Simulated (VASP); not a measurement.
A run of VASP 6.6.1:

Contents of INCAR:

```
SYSTEM = Cd2Cu
PREC = Accurate
ENCUT = 520
EDIFF = 1E-7
ISMEAR = -1
SIGMA = 0.0369
LREAL = .FALSE.
LASPH = .TRUE.
NELM = 80
ALGO = Normal
ISIF = 2
LWAVE = .FALSE.
LCHARG = .FALSE.
GGA = PE
NBANDS = 24
```

Contents of KPOINTS:

```
Automatic mesh
0
G
  5 5 5
  0 0 0
```

File POSCAR:

```
Cd2Cu
1.0
    0.0000000000      3.4641770000      0.0000000000
    3.4641770000      0.0000000000      0.0000000000
    1.7320890000      1.7320890000     -6.0148720000
Cu Cd
1 2
Direct
    0.0000000000      0.0000000000      0.0000000000
    0.3400000000      0.3400000000      0.3200000000
    0.6600000000      0.6600000000      0.6800000000
```

Potentials or basis: VASP PAW PBE potentials, release 64 (Cu, Cd).

The run is started by

```sh
$ cat potpaw_PBE.64/Cu/POTCAR potpaw_PBE.64/Cd/POTCAR > POTCAR
$ mpirun -np 1 vasp_std > vasp.out
```

Hardware: 1 thread of AMD EPYC 9R14 (Zen 4), on a shared host.

How long does it take, and how much memory?

It took 21 s on 1 thread of AMD EPYC 9R14 (Zen 4) (shared host), peak memory 0.16 GiB. Counts: scf iterations 14, k points 18.
